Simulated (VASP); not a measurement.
# InGa2N3 (P1) in VASP: relaxation of cell and atoms with PBEsol

Aim: the relaxation of cell and atoms of InGa2N3 with PBEsol.

Everything below comes from runs of VASP 6.6.1. Logs are shortened: lines on timing, memory, paths and dates and some standing lists are left out, and cuts for length are marked.

## 1. The cell of the first run

The typed cell holds 6 atoms: a = 3.275 Å, b = 3.248 Å, c = 8.077 Å, α = 88.73°, β = 90.67°, γ = 119.65°.

## 2. Relaxation of cell and atoms, PBEsol

INCAR reads:

```
SYSTEM = InGa2N3
  PREC = Accurate
  ENCUT = 600
  EDIFF = 1E-7
  ISMEAR = -1
  SIGMA = 0.05
  LREAL = .FALSE.
  LASPH = .TRUE.
  NELM = 60
  ALGO = Normal
  ISIF = 3
  LWAVE = .FALSE.
  LCHARG = .FALSE.
  GGA = PS
  IBRION = 2
  NSW = 100
  EDIFFG = -0.01
```

KPOINTS reads:

```
Automatic mesh
0
G
  6 6 2
  0 0 0
```

POSCAR reads:

```
InGa2N3
1.0
    3.2750206515      0.0179474303     -0.0192436668
   -1.6219674001      2.8141029634      0.0360037252
   -0.0475540119      0.0752791378      8.0769798032
In Ga N
1 2 3
Direct
    0.3546229356      0.6715333558      0.6532573217
   -0.0138341242     -0.0175747729      1.0143283848
    0.6850964185      0.3612328230      0.3290951343
   -0.0059768998      0.0146252582      0.2408829123
    0.6449687357      0.2923481501      0.5565974367
    0.3495153214      0.6717379325      0.9150037575
```

Potentials or basis: VASP PAW PBE potentials, release 64 (In_d, Ga_d, N).

Launch:

```
$ cat potpaw_PBE.64/In_d/POTCAR potpaw_PBE.64/Ga_d/POTCAR potpaw_PBE.64/N/POTCAR > POTCAR
$ mpirun -np 1 vasp_std > vasp.out
```

OUTCAR:

```text
SYSTEM = InGa2N3
   PREC = Accurate
   ENCUT = 600
   EDIFF = 1E-7
   ISMEAR = -1
   LREAL = .FALSE.
   LASPH = .TRUE.
   NELM = 60
   ISIF = 3
   GGA = PS
   IBRION = 2
   NSW = 100
   EDIFFG = -0.01

 ion  position               nearest neighbor table
   1  0.355  0.672  0.653-   5 1.91   5 2.06   6 2.11   5 2.17   3 3.21   3 3.23   3 3.24   2 3.42

   2  0.986  0.982  0.014-   4 1.83   6 1.98   6 2.08   6 2.09   1 3.42
   3  0.685  0.361  0.329-   5 1.84   4 1.97   4 1.99   4 2.09   1 3.21   1 3.23   1 3.24
   4  0.994  0.015  0.241-   2 1.83   3 1.97   3 1.99   3 2.09
   5  0.645  0.292  0.557-   3 1.84   1 1.91   1 2.06   1 2.17
   6  0.350  0.672  0.915-   2 1.98   2 2.08   2 2.09   1 2.11

  LATTYP: Found a triclinic cell.
 ALAT       =     3.2482687703
 B/A-ratio  =     1.0095328296
 C/A-ratio  =     2.4867001956
 COS(alpha) =     0.0101916531
 COS(beta)  =     0.0220969656
 COS(gamma) =     0.4965423519

  Lattice vectors:

 A1 = (   1.6219674001,  -2.8141029634,  -0.0360037252)
 A2 = (  -1.6530532514,  -2.8320503937,  -0.0167600584)
 A3 = (   0.0475540119,  -0.0752791378,  -8.0769798032)

Analysis of symmetry for initial positions (statically):
=====================================================================
 Subroutine PRICEL returns:
 Original cell was already a primitive cell.

 Routine SETGRP: Setting up the symmetry group for a
 triclinic supercell.

 Subroutine GETGRP returns: Found  1 space group operations
 (whereof  1 operations were pure point group operations)
 out of a pool of  2 trial point group operations.

The static configuration has the point symmetry C_1 .

Analysis of symmetry for dynamics (positions and initial velocities):
=====================================================================
 Subroutine PRICEL returns:
 Original cell was already a primitive cell.

 Routine SETGRP: Setting up the symmetry group for a
 triclinic supercell.

 Subroutine GETGRP returns: Found  1 space group operations
 (whereof  1 operations were pure point group operations)
 out of a pool of  2 trial point group operations.

The dynamic configuration has the point symmetry C_1 .

 Subroutine INISYM returns: Found  1 space group operations
 (whereof  1 operations are pure point group operations),
 and found     1 'primitive' translations

----------------------------------------------------------------------------------------

                                     Primitive cell

  volume of cell :      74.6654

  direct lattice vectors                    reciprocal lattice vectors
     3.275020652  0.017947430 -0.019243667     0.304381111  0.175434443  0.000156988
    -1.621967400  2.814102963  0.036003725    -0.001960877  0.354265224 -0.003313371
    -0.047554012  0.075279138  8.076979803     0.000733939 -0.001161185  0.123823798

  length of vectors
     3.275126363  3.248268770  8.077470586     0.351319127  0.354286144  0.123831417

  position of ions in fractional coordinates (direct lattice)
     0.354622936  0.671533356  0.653257322
     0.986165876  0.982425227  0.014328385
     0.685096419  0.361232823  0.329095134
     0.994023100  0.014625258  0.240882912
     0.644968736  0.292348150  0.556597437
     0.349515321  0.671737933  0.915003758

  ion indices of the primitive-cell ions
   primitive index   ion index
                 1           1
                 2           2
                 3           3
                 4           4
                 5           5
                 6           6

----------------------------------------------------------------------------------------

 KPOINTS: Automatic mesh

Automatic generation of k-mesh.
 Grid dimensions read from file:
 generate k-points for:    6    6    2

 Generating k-lattice:

  Cartesian coordinates                     Fractional coordinates (reciprocal lattice)
     0.050730185  0.029239074  0.000026165     0.166666667  0.000000000  0.000000000
    -0.000326813  0.059044204 -0.000552228    -0.000000000  0.166666667 -0.000000000
     0.000366969 -0.000580592  0.061911899     0.000000000 -0.000000000  0.500000000

  Length of vectors
     0.058553188  0.059047691  0.061915709

  Shift w.r.t. Gamma in fractional coordinates (k-lattice)
     0.000000000  0.000000000  0.000000000

 Subroutine IBZKPT returns following result:
 ===========================================

 Found     40 irreducible k-points:

 Following reciprocal coordinates:
            Coordinates               Weight
  0.000000  0.000000  0.000000      1.000000
  0.166667  0.000000 -0.000000      2.000000
  0.333333  0.000000  0.000000      2.000000
  0.500000  0.000000  0.000000      1.000000
 -0.000000  0.166667 -0.000000      2.000000
  0.166667  0.166667  0.000000      2.000000
[... 16 lines left out ...]
  0.333333  0.000000  0.500000      2.000000
  0.500000 -0.000000  0.500000      1.000000
 [... further k-points ...]
   k-points           NKPTS =     40   k-points in BZ     NKDIM =     40   number of bands    NBANDS=     32
   number of dos      NEDOS =    301   number of ions     NIONS =      6
   total plane-waves  NPLWV =  54880
   dimension x,y,z NGX =    28 NGY =   28 NGZ =   70
   dimension x,y,z NGXF=    56 NGYF=   56 NGZF=  140
   ions per type =               1   2   3
   NGX,Y,Z   is equivalent  to a cutoff of  14.21, 14.33, 14.41 a.u.
   NGXF,Y,Z  is equivalent  to a cutoff of  28.43, 28.66, 28.81 a.u.
 SYSTEM =  InGa2N3
   PREC   = accura    normal or accurate (medium, high low for compatibility)
   ISTART =      0    job   : 0-new  1-cont  2-samecut
   ICHARG =      2    charge: 1-file 2-atom 10-const
   ISPIN  =      1    spin polarized calculation?
   LNONCOLLINEAR =      F non collinear calculations
   LSORBIT =      F    spin-orbit coupling
   LASPH  =      T    aspherical Exc in radial PAW
   ENCUT  =  600.0 eV  44.10 Ry    6.64 a.u.   6.54  6.49 16.13*2*pi/ulx,y,z
   NELM   =     60;   NELMIN=  2; NELMDL= -5     # of ELM steps
   EDIFF  = 0.1E-06   stopping-criterion for ELM
   LREAL  =      F    real-space projection
   EDIFFG = -.1E-01   stopping-criterion for IOM
   NSW    =    100    number of steps for IOM
   IBRION =      2    ionic relax: 0-MD 1-quasi-New 2-CG
   NFREE  =      1    steps in history (QN), initial steepest desc. (CG)
   ISIF   =      3    stress and relaxation
   ISYM   =      2    0-nonsym 1-usesym 2-fastsym
   POTIM  = 0.5000    time-step for ionic-motion
   TEBEG  =    0.0;   TEEND  =   0.0 temperature during run
   PSTRESS=    0.0 pullay stress
   NELECT =      54.0000    total number of electrons
   NUPDOWN=      -1.0000    fix difference up-down
   EMIN   =  10.00;   EMAX   =-10.00  energy-range for DOS
[... 5 lines left out ...]
     AMIX     =   0.40;   BMIX     =  1.00
     AMIX_MAG =   1.60;   BMIX_MAG =  1.00
  volume/ion in A,a.u.               =      12.44        83.98
  Fermi-wavevector in a.u.,A,eV,Ry     =   1.469489  2.776931 29.380381  2.159397
  Thomas-Fermi vector in A             =   2.584860
   LORBIT       =      0    0 simple, 1 ext, 2 COOP (PROOUT), +10 PAW based schemes
   GGA     = PS    functional components
   LHFCALC =     F    Hartree Fock is set to
   AEXX    =    0.0000 exact exchange contribution
   IVDW    =     0    specifies the selected vdW correction
   LEPSILON=     F    determine dielectric tensor
   LRPA    =     F    only Hartree local field effects (RPA)
 conjugate gradient relaxation of ions
 non-spin polarized calculation
  energy-cutoff  :      600.00
  volume of cell :       74.67
 maximum number of plane-waves:      2525
 NGX is ok and might be reduce to    28
   NGX = 13   NGY = 13   NGZ = 33

--------------------------------------- Ionic step        1  -------------------------------------------

 number of electron      53.9999999 magnetization

 Free energy of the ion-electron system (eV)
  ---------------------------------------------------
  ext. energy  EPLUGINS =         0.00000000
  ---------------------------------------------------
  free energy    TOTEN  =       -36.70781585 eV

  energy without entropy =      -36.70769931  energy(sigma->0) =      -36.70775758

------------------------ aborting loop because EDIFF is reached ----------------------------------------

  FORCE on cell =-STRESS in cart. coord.  units (eV):
  Direction    XX          YY          ZZ          XY          YZ          ZX
  --------------------------------------------------------------------------------------
  -------------------------------------------------------------------------------------
  Total       -0.2669786      5.7037126      4.8003459     -1.2014231     -2.5940372     -0.1347460
  in kB       -5.7288507    122.3907865    103.0062598    -25.7802470    -55.6630864     -2.8913922
  external PRESSURE =      73.2227319 kB  Pullay stress =       0.0000000 kB
[... 101 lines left out ...]
  FREE ENERGIE OF THE ION-ELECTRON SYSTEM (eV)
  ---------------------------------------------------
  free  energy   TOTEN  =       -37.2499998702 eV

  energy  without entropy=      -37.2496039726  energy(sigma->0) =      -37.24980192

[... ionic steps 4 to 20 ...]

--------------------------------------- Ionic step       21  -------------------------------------------

 number of electron      54.0000012 magnetization

------------------------ aborting loop because EDIFF is reached ----------------------------------------

  FORCE on cell =-STRESS in cart. coord.  units (eV):
  Direction    XX          YY          ZZ          XY          YZ          ZX
  --------------------------------------------------------------------------------------
  -------------------------------------------------------------------------------------
  Total        0.0001736     -0.0163504     -0.0082551      0.0020754      0.0003809      0.0044528
  in kB        0.0036511     -0.3439579     -0.1736602      0.0436588      0.0080119      0.0936722
  external PRESSURE =      -0.1713224 kB  Pullay stress =       0.0000000 kB
[... 65 lines left out ...]
  energy  without entropy=      -37.3804936351  energy(sigma->0) =      -37.38065227

--------------------------------------- Ionic step       23  -------------------------------------------

 number of electron      54.0000011 magnetization

 Free energy of the ion-electron system (eV)
  ---------------------------------------------------
  ext. energy  EPLUGINS =         0.00000000
  ---------------------------------------------------
  free energy    TOTEN  =       -37.38083457 eV

  energy without entropy =      -37.38052246  energy(sigma->0) =      -37.38067851

 E-fermi :   6.2259     XC(G=0): -11.5768

 val. band max:        5.9869936564   @ k =   0.0000   0.0000   0.0000
 cond. band min:       6.4196567010   @ k =   0.0000   0.0000   0.0000
 fundamental gap:      0.4326630446
 Fermi energy:         6.2259372585

 k-point     1 :       0.0000    0.0000    0.0000
  band No.  band energies     occupation
      1      -9.7538      2.00000
      2      -9.2879      2.00000
      3      -9.1321      2.00000
      4      -7.7829      2.00000
      5      -7.7827      2.00000
      6      -7.7251      2.00000
[... 829 lines left out ...]
     31      12.3263      0.00000
     32      12.8550      0.00000

 [... further k-points ...]
[... 5 lines left out ...]
  --------------------------------------------------------------------------------------
  -------------------------------------------------------------------------------------
  Total        0.0065955     -0.0010082      0.0074016      0.0025783     -0.0161608      0.0154112
  in kB        0.1387886     -0.0212163      0.1557519      0.0542540     -0.3400692      0.3242967
  external PRESSURE =       0.0911081 kB  Pullay stress =       0.0000000 kB
[... 21 lines left out ...]
  FREE ENERGIE OF THE ION-ELECTRON SYSTEM (eV)
  ---------------------------------------------------
  free  energy   TOTEN  =       -37.3808345661 eV

  energy  without entropy=      -37.3805224579  energy(sigma->0) =      -37.38067851

 reached required accuracy - stopping structural energy minimisation
```

It took 28 min on 1 thread of Intel Xeon Platinum 8488C (Sapphire Rapids), shared host; peak memory 0.3 GiB.

Results:

```yaml
Free_energy: -37.3808 eV
Relaxed_volume: 12.69 Å³/atom
Relaxed_cell: a = 3.289 Å, b = 3.289 Å, c = 8.126 Å, α = 89.94°, β = 90.03°, γ = 119.99°
Space_group_after_relaxing_to_0.05_Å: P3m1 (No. 156)
Energy_gained_by_relaxing: 112.2 meV/atom
Ionic_steps: 23
Pressure_after_relaxing: 0.0 GPa
Largest_force_after_relaxing: 0.008 eV/Å
Band_gap_on_the_k_mesh: 0.43 eV, direct
```

Forces on the atoms (eV/Å):
```
In   0.004  0.006  0.001
Ga   0.001 -0.007 -0.004
Ga  -0.003 -0.002  0.003
N    0.002  0.005  0.006
N   -0.008  0.001 -0.003
N    0.004 -0.004 -0.003
```

The path:
```csv
step,energy change (eV),largest force (eV/Å),pressure (GPa),volume (Å³)
1,0.0000,3.6521,7.32,74.67
2,-0.1147,1.6062,-7.03,80.89
3,-0.5422,1.0340,-2.28,77.55
4,-0.5428,1.0511,-2.10,77.46
5,-0.6426,0.4348,-0.22,76.26
6,-0.6442,0.4389,0.10,76.10
7,-0.6607,0.1665,0.48,75.93
8,-0.6617,0.1538,0.38,75.97
9,-0.6649,0.1263,-0.21,76.24
10,-0.6651,0.1439,-0.39,76.33
11,-0.6679,0.1015,-0.14,76.20
12,-0.6689,0.1348,0.14,76.06
13,-0.6710,0.0806,0.15,76.06
14,-0.6715,0.1063,0.16,76.05
15,-0.6726,0.0397,-0.11,76.20
16,-0.6726,0.0371,-0.08,76.19
17,-0.6728,0.0270,0.01,76.14
18,-0.6729,0.0313,0.05,76.13
19,-0.6730,0.0183,0.03,76.14
20,-0.6730,0.0180,0.02,76.14
21,-0.6730,0.0119,-0.02,76.16
22,-0.6730,0.0116,-0.05,76.17
23,-0.6730,0.0081,0.01,76.14
```

Final structure:
```yaml
crystal:
  lattice:
    - [3.28895, 0.00044, -0.00108]
    - [-1.64459, 2.84877, 0.00176]
    - [-0.00209, 0.00398, 8.12564]
  atoms:
    - { symbol: In, position: [0.33563, 0.66438, 0.66168] }
    - { symbol: Ga, position: [0.00251, 0.00030, 0.00364] }
    - { symbol: Ga, position: [0.66909, 0.33208, 0.31868] }
    - { symbol: N, position: [0.00227, 0.99882, 0.24267] }
    - { symbol: N, position: [0.66911, 0.33130, 0.55443] }
    - { symbol: N, position: [0.33578, 0.66702, 0.92806] }
```

Caveat: the PAW data sets were made with another functional, which shifts forces and pressure a little; spin-orbit coupling is left out, which moves the levels of the heavy elements.
